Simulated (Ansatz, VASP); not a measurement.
# One calculation of Os, two programs

File INCAR:

```
  PREC = Accurate
  ENCUT = 420
  EDIFF = 1E-6
  ISMEAR = 0
  SIGMA = 0.1
  LREAL = F
  LASPH = T
  NELM = 120
  ALGO = Normal
  ISIF = 2
  LWAVE = F
  LCHARG = F
  LDIPOL = T
  IDIPOL = 3
  DIPOL = 0.5 0.5 0.500
  GGA = PE
  NBANDS = 23
  GGA_COMPAT = F
  NELMDL = -8
```

The input KPOINTS:

```
Automatic mesh
0
Gamma
  6 6 1
```

Contents of POSCAR:

```
Os
1.0
    3.1617380000      0.0000000000      0.0000000000
    0.0000000000      3.1617380000      0.0000000000
    0.0000000000      0.0000000000     15.0000000000
Os
2
Direct
    0.5000000000      0.0000000000      0.5089382400
    0.0000000000      0.5000000000      0.4910617600
```

Input for Ansatz:

```yaml
crystal:
  lattice:
    - [3.161738, 0.0, 0.0]
    - [0.0, 3.161738, 0.0]
    - [0.0, 0.0, 15.0]
  atoms:
    - { symbol: Os, position: [0.5, 0.0, 0.50893824] }
    - { symbol: Os, position: [0.0, 0.5, 0.49106176] }
  periodic: [true, true, false]
basis:
  ecutwfc: 420
kpoints:
  mp_grid: { grid: [6, 6, 1] }
hamiltonian:
  xc: pbe
scf:
  occupations: { method: gaussian, width: 0.1 }
  lower_state_search: "off"
output:
  forces: true
  stress: true
  eigenvalues: true
```

Alike in both runs: task single point; functional PBE; k mesh 6 × 6 × 1; occupations gaussian, width 0.1 eV; no spin polarisation.

```csv
,VASP,Ansatz
version,VASP 6.6.1,Ansatz 0.2.0
potentials or method,"VASP PAW PBE potentials, release 64 (Os_sv_GW), cutoff 420 eV","scalar-relativistic, plane waves, PAW"
valence electrons in the cell,32,32
```

|  | VASP | Ansatz | Ansatz less VASP |
| --- | --- | --- | --- |
| gap on the k mesh at the Fermi level (eV) | none | none | - |
| rms of the force components (eV/Å) | 0.802 | 0.755 | -0.0466 |

Atom by atom the forces differ by 0.047 eV/Å (rms over components). A gap of «none» marks a metal or a gap that the smearing closes. Ansatz's warnings: slab cell height set.

Neither program's run includes spin-orbit coupling.
